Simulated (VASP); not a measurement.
Set up this calculation in VASP 6.6.1, as the native input.

- Task: single point
- Functional: PBE
- Potentials or basis: VASP PAW PBE potentials, release 64 (O)
- Cutoff: 520 eV
- k mesh: 9 × 9 × 13
- Occupations: fermi-dirac, width 0.08 eV
- Spin: no spin polarisation
- Dipole correction: no
- Further INCAR settings: ALGO = Normal; EDIFF = 1e-06; NBANDS = 16

The structure of O lies in POSCAR:

```
O
1.0
    3.1975135574      0.0000000000      0.0000000000
   -1.5987567787      2.7691279696      0.0000000000
    0.0000000000      0.0000000000      2.9469708550
O
3
Direct
    0.0000000000      0.0000000000      0.0000000000
    0.3333333333      0.6666666667      0.5000000000
    0.6666666667      0.3333333333      0.5000000000
```

The input as run:

INCAR

```
SYSTEM = O
PREC     = Accurate       ! precision mode
ENCUT    = 520            ! plane-wave cutoff, eV
EDIFF    = 1E-6           ! SCF threshold, eV
ISMEAR   = -1             ! smearing method
SIGMA    = 0.08           ! smearing width, eV
LREAL    = .False.        ! projectors in reciprocal space
LASPH    = .True.         ! aspherical terms in the spheres
NELM     = 80             ! most SCF steps
ALGO     = Normal         ! electronic algorithm
ISIF     = 2              ! what is computed and relaxed
LWAVE    = .False.        ! write WAVECAR
LCHARG   = .False.        ! write CHGCAR
GGA      = PE             ! functional
NBANDS   = 16             ! bands
```

KPOINTS

```
regular mesh
0
Gamma
  9 9 13
  0 0 0
```

Potentials or basis: VASP PAW PBE potentials, release 64 (O).

Run with:

```sh
$ cat potpaw_PBE.64/O/POTCAR > POTCAR
$ mpirun -np 1 vasp_std > vasp.out
```

It gave:

* Pressure: -1.7 GPa
* Band gap on the k mesh: zero (bands 9 and 10 overlap by 0.72 eV)

Run time: 18 s on 1 thread of Intel(R) Xeon(R) Platinum 8259CL CPU @ 2.50GHz (Skylake/Cascade Lake) (shared host), peak memory 0.14 GiB.
